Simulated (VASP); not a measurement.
Crystal: GaAs.

```
As Ga
1.0
     0.00000    2.80788    2.80788
     2.80788    0.00000    2.80788
     2.80788    2.80788    0.00000
As Ga
1 1
Direct
  0.75000 0.75000 0.75000
  0.00000 0.00000 0.00000
```

Base run:

| Property | Result |
| --- | --- |
| Program | VASP 6.6.1 |
| Functional | PBEsol |
| Potentials or basis | VASP PAW PBE potentials, release 64 (As, Ga_d) |
| Cutoff | 520 eV |
| k mesh | 8 × 8 × 8 |
| Occupations | fermi-dirac, width 0.05 eV |
| Spin | no spin polarisation |

Its results: band gap on the k mesh 0.61 eV, direct; pressure 1.8 GPa.

Task: The run is repeated on the same cell with these changes: functional from PBEsol to r2SCAN. What comes out?

Result: Band gap on the k mesh 1.16 eV, direct; pressure 2.2 GPa.

r2SCAN gives the wider gap, since meta-GGAs in the generalised Kohn-Sham scheme recover part of the derivative discontinuity.

Caveats: the PAW data sets were made with another functional, which shifts forces and pressure a little.

A k mesh can miss the band edges.
